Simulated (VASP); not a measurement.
# Ta2N (P-3m1) in VASP: single point with r2SCAN

Aim: the single point of Ta2N with r2SCAN.

All numbers are computed with VASP 6.6.1; they aren't measurements. Logs are shortened: lines on timing, memory, paths and dates and some standing lists are left out, and cuts for length are marked.

## (1) The cell of the first run

It takes space group P-3m1 (No. 164, trigonal). Conventional cell: a = 3.073 Å, b = 3.073 Å, c = 4.895 Å, α = 90.00°, β = 90.00°, γ = 120.00°. Within 2.9 Å of Ta (site symmetry 3m) lie 3 N at 2.18 Å. Within 2.9 Å of N (site symmetry -3m) lie 6 Ta at 2.18 Å.

## (2) Single point, r2SCAN

File POSCAR:

```
Ta2N
1.0
    3.0732975851      0.0000000000      0.0000000000
   -1.5366487925      2.6615537821      0.0000000000
    0.0000000000      0.0000000000      4.8954311604
Ta N
2 1
Direct
    0.6666666667      0.3333333333      0.7429737799
    0.3333333333      0.6666666667      0.2570262201
    0.0000000000      0.0000000000      0.0000000000
```

File INCAR.step1:

```
SYSTEM = Ta2N
PREC = Accurate
ENCUT = 520
ISMEAR = 0
SIGMA = 0.15
LREAL = .FALSE.
LASPH = .TRUE.
NELM = 80
NBANDS = 20
GGA = PE
ALGO = Normal
EDIFF = 1E-4
LWAVE = .TRUE.
LCHARG = .FALSE.
```

File INCAR.step2:

```
SYSTEM = Ta2N
PREC = Accurate
ENCUT = 520
EDIFF = 1E-6
ISMEAR = 0
SIGMA = 0.15
LREAL = .FALSE.
LASPH = .TRUE.
NELM = 80
ALGO = Normal
ISIF = 2
LWAVE = .FALSE.
LCHARG = .FALSE.
METAGGA = R2SCAN
LMIXTAU = .TRUE.
NBANDS = 20
ISTART = 1
```

File KPOINTS:

```
regular mesh
0
G
  18 18 12
  0 0 0
```

Potentials or basis: VASP PAW PBE potentials, release 64 (Ta_pv, N).

The run is started by

```console
cat potpaw_PBE.64/Ta_pv/POTCAR potpaw_PBE.64/N/POTCAR > POTCAR
cp INCAR.step1 INCAR
mpirun -np 1 vasp_std > vasp.out
cp INCAR.step2 INCAR
mpirun -np 1 vasp_std > vasp.out
```

OUTCAR:

```text
SYSTEM = Ta2N
   PREC = Accurate
   ENCUT = 520
   EDIFF = 1E-6
   ISMEAR = 0
   LREAL = .FALSE.
   LASPH = .TRUE.
   NELM = 80
   ISIF = 2
   METAGGA = R2SCAN
   ISTART = 1

 ion  position               nearest neighbor table
   1  0.667  0.333  0.743-   3 2.18   3 2.18   3 2.18   2 2.97   2 2.97   2 2.97   2 3.08   2 3.08
                             2 3.08
   2  0.333  0.667  0.257-   3 2.18   3 2.18   3 2.18   1 2.97   1 2.97   1 2.97   1 3.08   1 3.08
                             1 3.08
   3  0.000  0.000  0.000-   1 2.18   2 2.18   2 2.18   1 2.18   1 2.18   2 2.18

  LATTYP: Found a hexagonal cell.
 ALAT       =     3.0732975851
 C/A-ratio  =     1.5928920076

  Lattice vectors:

 A1 = (   3.0732975851,   0.0000000000,   0.0000000000)
 A2 = (  -1.5366487925,   2.6615537821,   0.0000000000)
 A3 = (   0.0000000000,   0.0000000000,   4.8954311604)

Analysis of symmetry for initial positions (statically):
=====================================================================
 Subroutine PRICEL returns:
 Original cell was already a primitive cell.

 Routine SETGRP: Setting up the symmetry group for a
 hexagonal supercell.

 Subroutine GETGRP returns: Found 12 space group operations
 (whereof 12 operations were pure point group operations)
 out of a pool of 24 trial point group operations.

The static configuration has the point symmetry D_3d.

Analysis of symmetry for dynamics (positions and initial velocities):
=====================================================================
 Subroutine PRICEL returns:
 Original cell was already a primitive cell.

 Routine SETGRP: Setting up the symmetry group for a
 hexagonal supercell.

 Subroutine GETGRP returns: Found 12 space group operations
 (whereof 12 operations were pure point group operations)
 out of a pool of 24 trial point group operations.

The dynamic configuration has the point symmetry D_3d.

 Subroutine INISYM returns: Found 12 space group operations
 (whereof 12 operations are pure point group operations),
 and found     1 'primitive' translations

----------------------------------------------------------------------------------------

                                     Primitive cell

  volume of cell :      40.0434

[... 84 lines left out ...]
   ISPIN  =      1    spin polarized calculation?
   LNONCOLLINEAR =      F non collinear calculations
   LSORBIT =      F    spin-orbit coupling
   LASPH  =      T    aspherical Exc in radial PAW
   ENCUT  =  520.0 eV  38.22 Ry    6.18 a.u.   5.71  5.71  9.10*2*pi/ulx,y,z
   NELM   =     80;   NELMIN=  2; NELMDL=  0     # of ELM steps
   EDIFF  = 0.1E-05   stopping-criterion for ELM
   LREAL  =      F    real-space projection
   EDIFFG = 0.1E-04   stopping-criterion for IOM
   NSW    =      0    number of steps for IOM
   IBRION =     -1    ionic relax: 0-MD 1-quasi-New 2-CG
   NFREE  =      0    steps in history (QN), initial steepest desc. (CG)
   ISIF   =      2    stress and relaxation
   ISYM   =      2    0-nonsym 1-usesym 2-fastsym
   POTIM  = 0.5000    time-step for ionic-motion
   TEBEG  =    0.0;   TEEND  =   0.0 temperature during run
   PSTRESS=    0.0 pullay stress
   NELECT =      27.0000    total number of electrons
   NUPDOWN=      -1.0000    fix difference up-down
   EMIN   =  10.00;   EMAX   =-10.00  energy-range for DOS
   EFERMI =   0.00;   METHOD = LEGACY
   ISMEAR =     0;   SIGMA  =   0.15  broadening in eV -4-tet -1-fermi 0-gaus
   EFERMI_NEDOS =   21; number of points for ismear=-14 and -15
   IALGO  =     38    algorithm
   IMIX   =      4    mixing-type and parameters
     AMIX     =   0.40;   BMIX     =  1.00
     AMIX_MAG =   1.60;   BMIX_MAG =  1.00
  volume/ion in A,a.u.               =      13.35        90.08
  Fermi-wavevector in a.u.,A,eV,Ry     =   1.435553  2.712801 28.039045  2.060812
  Thomas-Fermi vector in A             =   2.554839
   LORBIT       =      0    0 simple, 1 ext, 2 COOP (PROOUT), +10 PAW based schemes
   METAGGA = R2SCAN    functional components
   LHFCALC =     F    Hartree Fock is set to
   AEXX    =    0.0000 exact exchange contribution
   IVDW    =     0    specifies the selected vdW correction
   LEPSILON=     F    determine dielectric tensor
   LRPA    =     F    only Hartree local field effects (RPA)
 non-spin polarized calculation
 Gauss-broadening in eV      SIGMA  =   0.15
  energy-cutoff  :      520.00
  volume of cell :       40.04
 maximum number of plane-waves:      1094
 NGX is ok and might be reduce to    24
   NGX = 11   NGY = 11   NGZ = 19

 number of electron      26.9999998 magnetization

 Free energy of the ion-electron system (eV)
  ---------------------------------------------------
  ext. energy  EPLUGINS =         0.00000000
  ---------------------------------------------------
  free energy    TOTEN  =      -109.03926289 eV

  energy without entropy =     -109.02598618  energy(sigma->0) =     -109.03262453

 E-fermi :   7.6789     XC(G=0): -14.0367

 val. band max:        7.6771136819   @ k =   0.2778   0.1667   0.4167
 cond. band min:       7.6952772972   @ k =   0.1667   0.0000   0.0833
 fundamental gap:      0.0181636153
 Fermi energy:         7.6788812976

 k-point     1 :       0.0000    0.0000    0.0000
  band No.  band energies     occupation
      1     -29.3859      2.00000
      2     -28.5555      2.00000
      3     -28.5555      2.00000
      4     -28.4302      2.00000
      5     -28.4302      2.00000
      6     -28.3523      2.00000
[... 541 lines left out ...]
     19      12.5720      0.00000
     20      12.7762      0.00000

 [... further k-points ...]

------------------------ aborting loop because EDIFF is reached ----------------------------------------

  FORCE on cell =-STRESS in cart. coord.  units (eV):
  Direction    XX          YY          ZZ          XY          YZ          ZX
  --------------------------------------------------------------------------------------
  -------------------------------------------------------------------------------------
  Total        0.2919633      0.2919633      0.2585868      0.0000000      0.0000000     -0.0000000
  in kB       11.6817527     11.6817527     10.3463261      0.0000000      0.0000000     -0.0000000
  external PRESSURE =      11.2366105 kB  Pullay stress =       0.0000000 kB

 VOLUME and BASIS-vectors are now :
 -----------------------------------------------------------------------------
  energy-cutoff  :      520.00
  volume of cell :       40.04
      direct lattice vectors                 reciprocal lattice vectors
     3.073297585  0.000000000  0.000000000     0.325383394  0.187860190  0.000000000
    -1.536648793  2.661553782  0.000000000     0.000000000  0.375720381  0.000000000
     0.000000000  0.000000000  4.895431160     0.000000000  0.000000000  0.204272099

 POSITION                                       TOTAL-FORCE (eV/Angst)
 -----------------------------------------------------------------------------------
      1.53665      0.88718      3.63718        -0.000000      0.000000     -0.073080
     -0.00000      1.77437      1.25825        -0.000000      0.000000      0.073080
      0.00000      0.00000      0.00000         0.000000      0.000000      0.000000
 -----------------------------------------------------------------------------------
    total drift:                                0.000000      0.000000     -0.000000

  FREE ENERGIE OF THE ION-ELECTRON SYSTEM (eV)
  ---------------------------------------------------
  free  energy   TOTEN  =      -109.0392628905 eV

  energy  without entropy=     -109.0259861751  energy(sigma->0) =     -109.03262453
```

It took 11 min on 1 thread of Intel Xeon Platinum 8259CL at 2.50GHz (Skylake/Cascade Lake), shared host; peak memory 0.39 GiB.

Results:

* Free energy: -109.0393 eV
* Pressure: 1.1 GPa
* Largest force: 0.073 eV/Å

Forces in eV/Å, atoms in the order of the input:
```
Ta   0.000  0.000 -0.073
Ta   0.000  0.000  0.073
N    0.000  0.000  0.000
```

Caveat: the PAW data sets were made with another functional, which shifts forces and pressure a little; spin-orbit coupling is left out, which moves the levels of the heavy elements.
